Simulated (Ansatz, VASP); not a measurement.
LiF: VASP beside Ansatz

```
Li F
1.0
     0.00000    1.99487    1.99487
     2.03058    0.00000    1.99487
     2.03058    1.99487    0.00000
Li F
1 1
Direct
  0.00000 0.00000 0.00000
  0.50000 0.50000 0.50000
```

Change from the starting cell: uniaxial_x strain +1.8%.

Alike in both runs: task single point; functional r2SCAN; k mesh 10 × 10 × 10; no spin polarisation.

|  | VASP | Ansatz |
| --- | --- | --- |
| version | VASP 6.6.1 | Ansatz 0.2.0 |
| potentials or method | VASP PAW PBE potentials, release 64 (Li_sv, F) | plane waves, PAW |
| plane-wave cutoff (eV) | 520 | 500 |
| occupations | gaussian, width 0.01 eV | fixed |
| valence electrons in the cell | 10 | 10 |

```csv
,VASP,Ansatz,Ansatz less VASP
gap on the k mesh at the Fermi level (eV),10.35,10.13,-0.214
```

VASP's potentials were made for PBE, not for r2SCAN.

Noted on VASP's run: the cutoff is short for stress, so the pressure is rough.
